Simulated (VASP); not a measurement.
# Hf (P6/mmm) in VASP: notebook

Hf is run at these levels: r2SCAN; tasks: single point, relaxation of cell and atoms.

All numbers are computed with VASP 6.6.1; they aren't measurements. Logs are shortened: lines on timing, memory, paths and dates and some standing lists are left out, and cuts for length are marked.

## (1) The cell of the first run

It takes space group P6/mmm (No. 191, hexagonal). Conventional cell: a = 4.972 Å, b = 4.972 Å, c = 3.091 Å, α = 90.00°, β = 90.00°, γ = 120.00°. Hf (site symmetry 6/mmm) has 14 Hf at 3.09 to 3.26 Å within 4.1 Å. Hf (site symmetry -6m2) has 11 Hf at 2.87 to 3.26 Å within 3.8 Å.

This isn't the form of Hf at room conditions, which is hcp.

## (2) Single point, r2SCAN

POSCAR

```
Hf
1.0
    4.9724668492      0.0000000000      0.0000000000
   -2.4862334246      4.3062826109      0.0000000000
    0.0000000000      0.0000000000      3.0912415517
Hf
3
Direct
    0.0000000000      0.0000000000      0.0000000000
    0.3333333333      0.6666666667      0.5000000000
    0.6666666667      0.3333333333      0.5000000000
```

INCAR.step1

```
PREC = Accurate ; ENCUT = 520
ISMEAR = -1 ; SIGMA = 0.1
LREAL = F ; LASPH = T
NELM = 100 ; NBANDS = 22
GGA = PE ; ALGO = Normal
EDIFF = 1E-4 ; LWAVE = T
LCHARG = F
```

INCAR.step2

```
PREC = Accurate ; ENCUT = 520
EDIFF = 1E-6 ; ISMEAR = -1
SIGMA = 0.1 ; LREAL = F
LASPH = T ; NELM = 100
ALGO = Normal ; ISIF = 2
LWAVE = F ; LCHARG = F
METAGGA = R2SCAN ; LMIXTAU = T
NBANDS = 22 ; ISTART = 1
```

KPOINTS

```
Automatic mesh
0
Gamma
  10 10 13
```

Potentials or basis: VASP PAW PBE potentials, release 64 (Hf_pv).

The run is started by

```
$ cat potpaw_PBE.64/Hf_pv/POTCAR > POTCAR
$ cp INCAR.step1 INCAR
$ mpirun -np 1 vasp_std > vasp.out
$ cp INCAR.step2 INCAR
$ mpirun -np 1 vasp_std > vasp.out
```

OUTCAR:

```text
PREC = Accurate
   ENCUT = 520
   EDIFF = 1E-6
   ISMEAR = -1
   LREAL = F
   LASPH = T
   NELM = 100
   ISIF = 2
   METAGGA = R2SCAN
   ISTART = 1

 ion  position               nearest neighbor table
   1  0.000  0.000  0.000-   2 3.26   3 3.26   2 3.26   3 3.26   3 3.26   3 3.26   2 3.26   2 3.26
                             3 3.26   3 3.26   2 3.26   2 3.26
   2  0.333  0.667  0.500-   3 2.87   3 2.87   3 2.87   1 3.26   1 3.26   1 3.26   1 3.26   1 3.26
                             1 3.26
   3  0.667  0.333  0.500-   2 2.87   2 2.87   2 2.87   1 3.26   1 3.26   1 3.26   1 3.26   1 3.26
                             1 3.26

  LATTYP: Found a hexagonal cell.
 ALAT       =     4.9724668492
 C/A-ratio  =     0.6216716261

  Lattice vectors:

 A1 = (   4.9724668492,   0.0000000000,   0.0000000000)
 A2 = (  -2.4862334246,   4.3062826109,   0.0000000000)
 A3 = (   0.0000000000,   0.0000000000,   3.0912415517)

Analysis of symmetry for initial positions (statically):
=====================================================================
 Subroutine PRICEL returns:
 Original cell was already a primitive cell.

 Routine SETGRP: Setting up the symmetry group for a
 hexagonal supercell.

 Subroutine GETGRP returns: Found 24 space group operations
 (whereof 24 operations were pure point group operations)
 out of a pool of 24 trial point group operations.

The static configuration has the point symmetry D_6h.

Analysis of symmetry for dynamics (positions and initial velocities):
=====================================================================
 Subroutine PRICEL returns:
 Original cell was already a primitive cell.

 Routine SETGRP: Setting up the symmetry group for a
 hexagonal supercell.

 Subroutine GETGRP returns: Found 24 space group operations
 (whereof 24 operations were pure point group operations)
 out of a pool of 24 trial point group operations.

The dynamic configuration has the point symmetry D_6h.

 Subroutine INISYM returns: Found 24 space group operations
 (whereof 24 operations are pure point group operations),
 and found     1 'primitive' translations

----------------------------------------------------------------------------------------

                                     Primitive cell

  volume of cell :      66.1923

  direct lattice vectors                    reciprocal lattice vectors
     4.972466849  0.000000000  0.000000000     0.201107424  0.116109426  0.000000000
    -2.486233425  4.306282611  0.000000000     0.000000000  0.232218851  0.000000000
     0.000000000  0.000000000  3.091241552     0.000000000  0.000000000  0.323494616

  length of vectors
     4.972466849  4.972466849  3.091241552     0.232218851  0.232218851  0.323494616

  position of ions in fractional coordinates (direct lattice)
     0.000000000  0.000000000  0.000000000
     0.333333333  0.666666667  0.500000000
     0.666666667  0.333333333  0.500000000

  ion indices of the primitive-cell ions
   primitive index   ion index
                 1           1
                 2           2
                 3           3

----------------------------------------------------------------------------------------

 KPOINTS: Automatic mesh

Automatic generation of k-mesh.
 Grid dimensions read from file:
 generate k-points for:   10   10   13

 Generating k-lattice:

  Cartesian coordinates                     Fractional coordinates (reciprocal lattice)
     0.020110742  0.011610943  0.000000000     0.100000000  0.000000000  0.000000000
     0.000000000  0.023221885  0.000000000     0.000000000  0.100000000  0.000000000
     0.000000000  0.000000000  0.024884201     0.000000000  0.000000000  0.076923077

  Length of vectors
     0.023221885  0.023221885  0.024884201

  Shift w.r.t. Gamma in fractional coordinates (k-lattice)
     0.000000000  0.000000000  0.000000000

 Subroutine IBZKPT returns following result:
 ===========================================

 Found     98 irreducible k-points:

 Following reciprocal coordinates:
            Coordinates               Weight
  0.000000  0.000000  0.000000      1.000000
  0.100000 -0.000000  0.000000      6.000000
  0.200000 -0.000000  0.000000      6.000000
  0.300000 -0.000000  0.000000      6.000000
  0.400000 -0.000000  0.000000      6.000000
  0.500000 -0.000000  0.000000      3.000000
[... 16 lines left out ...]
  0.300000  0.100000  0.076923     24.000000
  0.400000  0.100000  0.076923     24.000000
 [... further k-points ...]
   k-points           NKPTS =     98   k-points in BZ     NKDIM =     98   number of bands    NBANDS=     22
   number of dos      NEDOS =    301   number of ions     NIONS =      3
   total plane-waves  NPLWV =  38400
   dimension x,y,z NGX =    40 NGY =   40 NGZ =   24
   dimension x,y,z NGXF=    80 NGYF=   80 NGZF=   48
   ions per type =               3
   NGX,Y,Z   is equivalent  to a cutoff of  13.37, 13.37, 12.91 a.u.
   NGXF,Y,Z  is equivalent  to a cutoff of  26.75, 26.75, 25.81 a.u.
 SYSTEM =  unknown system
   PREC   = accura    normal or accurate (medium, high low for compatibility)
   ISTART =      1    job   : 0-new  1-cont  2-samecut
   ICHARG =      0    charge: 1-file 2-atom 10-const
   ISPIN  =      1    spin polarized calculation?
   LNONCOLLINEAR =      F non collinear calculations
   LSORBIT =      F    spin-orbit coupling
   LASPH  =      T    aspherical Exc in radial PAW
   ENCUT  =  520.0 eV  38.22 Ry    6.18 a.u.   9.25  9.25  5.75*2*pi/ulx,y,z
   NELM   =    100;   NELMIN=  2; NELMDL=  0     # of ELM steps
   EDIFF  = 0.1E-05   stopping-criterion for ELM
   LREAL  =      F    real-space projection
   EDIFFG = 0.1E-04   stopping-criterion for IOM
   NSW    =      0    number of steps for IOM
   IBRION =     -1    ionic relax: 0-MD 1-quasi-New 2-CG
   NFREE  =      0    steps in history (QN), initial steepest desc. (CG)
   ISIF   =      2    stress and relaxation
   ISYM   =      2    0-nonsym 1-usesym 2-fastsym
   POTIM  = 0.5000    time-step for ionic-motion
   TEBEG  =    0.0;   TEEND  =   0.0 temperature during run
   PSTRESS=    0.0 pullay stress
   NELECT =      30.0000    total number of electrons
   NUPDOWN=      -1.0000    fix difference up-down
   EMIN   =  10.00;   EMAX   =-10.00  energy-range for DOS
   EFERMI =   0.00;   METHOD = LEGACY
   ISMEAR =    -1;   SIGMA  =   0.10  broadening in eV -4-tet -1-fermi 0-gaus
   EFERMI_NEDOS =   21; number of points for ismear=-14 and -15
   IALGO  =     38    algorithm
   IMIX   =      4    mixing-type and parameters
     AMIX     =   0.40;   BMIX     =  1.00
     AMIX_MAG =   1.60;   BMIX_MAG =  1.00
  volume/ion in A,a.u.               =      22.06       148.90
  Fermi-wavevector in a.u.,A,eV,Ry     =   1.257514  2.376357 21.515453  1.581341
  Thomas-Fermi vector in A             =   2.391169
   LORBIT       =      0    0 simple, 1 ext, 2 COOP (PROOUT), +10 PAW based schemes
   METAGGA = R2SCAN    functional components
   LHFCALC =     F    Hartree Fock is set to
   AEXX    =    0.0000 exact exchange contribution
   IVDW    =     0    specifies the selected vdW correction
   LEPSILON=     F    determine dielectric tensor
   LRPA    =     F    only Hartree local field effects (RPA)
 non-spin polarized calculation
  energy-cutoff  :      520.00
  volume of cell :       66.19
 maximum number of plane-waves:      1806
 NGX is ok and might be reduce to    40
   NGX = 19   NGY = 19   NGZ = 11

 number of electron      30.0000003 magnetization

 Free energy of the ion-electron system (eV)
  ---------------------------------------------------
  ext. energy  EPLUGINS =         0.00000000
  ---------------------------------------------------
  free energy    TOTEN  =      -135.38545266 eV

  energy without entropy =     -135.31139478  energy(sigma->0) =     -135.34842372

 E-fermi :   4.7331     XC(G=0): -12.2274

 val. band max:        4.7270596700   @ k =   0.5000  -0.0000   0.1538
 cond. band min:       4.7436516075   @ k =   0.4000   0.1000   0.3846
 fundamental gap:      0.0165919375
 Fermi energy:         4.7330874547

 k-point     1 :       0.0000    0.0000    0.0000
  band No.  band energies     occupation
      1     -27.1079      2.00000
      2     -27.1079      2.00000
      3     -27.1055      2.00000
      4     -27.1055      2.00000
      5     -26.7101      2.00000
      6     -26.4821      2.00000
[... 14 lines left out ...]
     21       7.8683      0.00000
     22       7.8997      0.00000

 k-point     2 :       0.1000   -0.0000    0.0000
  band No.  band energies     occupation
      1     -27.1916      2.00000
      2     -27.1776      2.00000
      3     -27.0199      2.00000
      4     -27.0102      2.00000
      5     -26.7054      2.00000
      6     -26.4836      2.00000
[... 14 lines left out ...]
     21       7.4660      0.00000
     22       8.4166      0.00000

 k-point     3 :       0.2000   -0.0000    0.0000
  band No.  band energies     occupation
      1     -27.2667      2.00000
      2     -27.2071      2.00000
      3     -26.9394      2.00000
      4     -26.9136      2.00000
      5     -26.6924      2.00000
      6     -26.4874      2.00000
[... 14 lines left out ...]
     21       7.5698      0.00000
     22       8.9952      0.00000

 k-point     4 :       0.3000   -0.0000    0.0000
  band No.  band energies     occupation
      1     -27.3256      2.00000
      2     -27.1884      2.00000
      3     -26.8736      2.00000
      4     -26.8586      2.00000
      5     -26.6750      2.00000
      6     -26.5191      2.00000
[... 14 lines left out ...]
     21       8.1257      0.00000
     22       9.4981      0.00000

 k-point     5 :       0.4000   -0.0000    0.0000
  band No.  band energies     occupation
      1     -27.3631      2.00000
      2     -27.1266      2.00000
      3     -26.8919      2.00000
      4     -26.8302      2.00000
      5     -26.6596      2.00000
      6     -26.5523      2.00000
[... 14 lines left out ...]
     21       8.6624      0.00000
     22       8.8325      0.00000

 k-point     6 :       0.5000   -0.0000    0.0000
  band No.  band energies     occupation
      1     -27.3759      2.00000
      2     -27.0681      2.00000
      3     -26.9514      2.00000
      4     -26.8149      2.00000
      5     -26.6532      2.00000
      6     -26.5530      2.00000
[... 14 lines left out ...]
     21       8.0244      0.00000
     22       9.4141      0.00000

 k-point     7 :       0.1000    0.1000    0.0000
  band No.  band energies     occupation
      1     -27.2343      2.00000
      2     -27.2190      2.00000
      3     -26.9599      2.00000
      4     -26.9358      2.00000
      5     -26.6965      2.00000
      6     -26.4862      2.00000
[... 324 lines left out ...]
      6     -26.5540      2.00000
[... 14 lines left out ...]
     21       8.0266      0.00000
     22       9.4345      0.00000

 k-point    21 :       0.1000    0.1000    0.0769
  band No.  band energies     occupation
      1     -27.2268      2.00000
      2     -27.2101      2.00000
      3     -26.9594      2.00000
      4     -26.9344      2.00000
      5     -26.7264      2.00000
      6     -26.5255      2.00000
[... 14 lines left out ...]
     21       7.4509      0.00000
     22       8.9427      0.00000

 k-point    22 :       0.2000    0.1000    0.0769
  band No.  band energies     occupation
      1     -27.2781      2.00000
      2     -27.2161      2.00000
      3     -26.9119      2.00000
      4     -26.8514      2.00000
      5     -26.7132      2.00000
      6     -26.5338      2.00000
[... 14 lines left out ...]
     21       7.8334      0.00000
     22       9.4923      0.00000

 k-point    23 :       0.3000    0.1000    0.0769
  band No.  band energies     occupation
      1     -27.3202      2.00000
      2     -27.1751      2.00000
      3     -26.9117      2.00000
      4     -26.8007      2.00000
      5     -26.6956      2.00000
      6     -26.5521      2.00000
[... 14 lines left out ...]
     21       8.4365      0.00000
     22       8.8772      0.00000

 k-point    24 :       0.4000    0.1000    0.0769
  band No.  band energies     occupation
      1     -27.3429      2.00000
      2     -27.1005      2.00000
      3     -26.9777      2.00000
      4     -26.7814      2.00000
      5     -26.6763      2.00000
      6     -26.5665      2.00000
[... 14 lines left out ...]
     21       8.1665      0.00000
     22       9.1807      0.00000

 [... further k-points ...]

------------------------ aborting loop because EDIFF is reached ----------------------------------------

  FORCE on cell =-STRESS in cart. coord.  units (eV):
  Direction    XX          YY          ZZ          XY          YZ          ZX
  --------------------------------------------------------------------------------------
  -------------------------------------------------------------------------------------
  Total       -0.2086544     -0.2086544     -0.2095796      0.0000000      0.0000000      0.0000000
  in kB       -5.0504588     -5.0504588     -5.0728516      0.0000000      0.0000000      0.0000000
  external PRESSURE =      -5.0579231 kB  Pullay stress =       0.0000000 kB

 VOLUME and BASIS-vectors are now :
 -----------------------------------------------------------------------------
  energy-cutoff  :      520.00
  volume of cell :       66.19
      direct lattice vectors                 reciprocal lattice vectors
     4.972466849  0.000000000  0.000000000     0.201107424  0.116109426  0.000000000
    -2.486233425  4.306282611  0.000000000     0.000000000  0.232218851  0.000000000
     0.000000000  0.000000000  3.091241552     0.000000000  0.000000000  0.323494616

 POSITION                                       TOTAL-FORCE (eV/Angst)
 -----------------------------------------------------------------------------------
      0.00000      0.00000      0.00000        -0.000000      0.000000      0.000000
     -0.00000      2.87086      1.54562        -0.000000     -0.000000      0.000000
      2.48623      1.43543      1.54562         0.000000      0.000000      0.000000
 -----------------------------------------------------------------------------------
    total drift:                                0.000000     -0.000000      0.000000

  FREE ENERGIE OF THE ION-ELECTRON SYSTEM (eV)
  ---------------------------------------------------
  free  energy   TOTEN  =      -135.3854526594 eV

  energy  without entropy=     -135.3113947803  energy(sigma->0) =     -135.34842372
```

Run time: 4 min. Hardware: 1 thread of Intel Xeon 6975P-C (Granite Rapids), shared host; peak memory 0.26 GiB.

Results:

```yaml
Free_energy: -135.3855 eV
Pressure: -0.5 GPa
Band_gap_on_the_k_mesh: zero (bands 15 and 16 overlap by 0.84 eV)
```

Levels at points of the mesh, in eV from the Fermi level:
| k point | band 13 | band 14 | band 15 | band 16 | band 17 | band 18 |
| --- | --- | --- | --- | --- | --- | --- |
| (0.00, 0.00, 0.00) | -0.79 | -0.72 | -0.72 | -0.52 | 1.34 | 2.38 |
| (0.50, 0.00, 0.00) | -0.45 | -0.30 | -0.30 | 0.26 | 0.85 | 1.03 |

Caveat: the PAW data sets were made with another functional, which shifts forces and pressure a little; spin-orbit coupling is left out, which moves the levels of the heavy elements.

## (3) Relaxation of cell and atoms, r2SCAN

This run uses another cell than the first one, of 22.38 Å³/atom.

POSCAR

```
Hf
1.0
    5.0195555627      0.0000000000      0.0000000000
   -2.5097777813      4.3470626330      0.0000000000
    0.0000000000      0.0000000000      3.0769875599
Hf
3
Direct
    0.0000000000      0.0000000000      0.0000000000
    0.3333333333      0.6666666667      0.5000000000
    0.6666666667      0.3333333333      0.5000000000
```

INCAR.step1

```
SYSTEM = Hf
PREC     = Accurate       ! precision mode
ENCUT    = 600            ! plane-wave cutoff, eV
ISMEAR   = -1             ! smearing method
SIGMA    = 0.1            ! smearing width, eV
LREAL    = .FALSE.        ! projectors in reciprocal space
LASPH    = .TRUE.         ! aspherical terms in the spheres
NELM     = 60             ! most SCF steps
GGA      = PE             ! functional
ALGO     = Normal         ! electronic algorithm
EDIFF    = 1E-4           ! SCF threshold, eV
LWAVE    = .TRUE.         ! write WAVECAR
LCHARG   = .FALSE.        ! write CHGCAR
```

INCAR.step2

```
SYSTEM = Hf
PREC     = Accurate       ! precision mode
ENCUT    = 600            ! plane-wave cutoff, eV
EDIFF    = 1E-6           ! SCF threshold, eV
ISMEAR   = -1             ! smearing method
SIGMA    = 0.1            ! smearing width, eV
LREAL    = .FALSE.        ! projectors in reciprocal space
LASPH    = .TRUE.         ! aspherical terms in the spheres
NELM     = 60             ! most SCF steps
ALGO     = Normal         ! electronic algorithm
ISIF     = 3              ! what is computed and relaxed
LWAVE    = .FALSE.        ! write WAVECAR
LCHARG   = .FALSE.        ! write CHGCAR
METAGGA  = R2SCAN         ! meta-GGA
LMIXTAU  = .TRUE.       
IBRION   = 2              ! ionic algorithm
NSW      = 80             ! ionic steps
EDIFFG   = -0.01          ! ionic threshold
ISTART   = 1
```

KPOINTS

```
regular mesh
0
G
  7 7 10
  0 0 0
```

Potentials or basis: VASP PAW PBE potentials, release 64 (Hf_pv).

The run is started by

```
$ cat potpaw_PBE.64/Hf_pv/POTCAR > POTCAR
$ cp INCAR.step1 INCAR
$ mpirun -np 1 vasp_std > vasp.out
$ cp INCAR.step2 INCAR
$ mpirun -np 1 vasp_std > vasp.out
```

It took 8 min on 1 thread of Intel Xeon 6975P-C (Granite Rapids), shared host; peak memory 0.26 GiB.

Results (log left out):

```yaml
Free_energy: -135.3863 eV
Relaxed_volume: 21.96 Å³/atom
Relaxed_cell: a = 4.964 Å, b = 4.964 Å, c = 3.086 Å, α = 90.00°, β = 90.00°, γ = 120.00°
Space_group_after_relaxing_to_0.1_Å: P6/mmm (No. 191)
Energy_gained_by_relaxing: 4.6 meV/atom
Ionic_steps: 5
Pressure_after_relaxing: 0.0 GPa
Band_gap_on_the_k_mesh: zero (bands 15 and 16 overlap by 0.80 eV)
```

Step by step:
```
step  energy change (eV)  largest force (eV/Å)  pressure (GPa)  volume (Å³)
   1              0.0000                0.0000           -2.04        67.14
   2             -0.0014                0.0000            2.62        64.41
   3             -0.0132                0.0000            0.27        65.72
   4             -0.0137                0.0000           -0.14        65.94
   5             -0.0139                0.0000           -0.02        65.87
```

Final structure:
```yaml
crystal:
  lattice:
    - [4.96426, 0.00000, 0.00000]
    - [-2.48213, 4.29918, 0.00000]
    - [0.00000, 0.00000, 3.08649]
  atoms:
    - { symbol: Hf, position: [0.00000, 0.00000, 0.00000] }
    - { symbol: Hf, position: [0.33333, 0.66667, 0.50000] }
    - { symbol: Hf, position: [0.66667, 0.33333, 0.50000] }
```

Levels at points of the mesh, in eV from the Fermi level:
| k point | band 11 | band 12 | band 13 | band 14 | band 15 | band 16 | band 17 | band 18 | band 19 |
| --- | --- | --- | --- | --- | --- | --- | --- | --- | --- |
| (0.00, 0.00, 0.00) | -2.56 | -0.79 | -0.79 | -0.72 | -0.72 | -0.52 | 1.35 | 2.39 | 2.39 |
| (0.00, 0.00, 0.50) | -2.62 | -2.62 | -2.42 | -2.03 | -2.03 | 1.48 | 1.48 | 2.21 | 2.21 |

Caveat: the PAW data sets were made with another functional, which shifts forces and pressure a little; spin-orbit coupling is left out, which moves the levels of the heavy elements.

The gap in the log of VASP goes by the Fermi energy; the results here count the filled bands.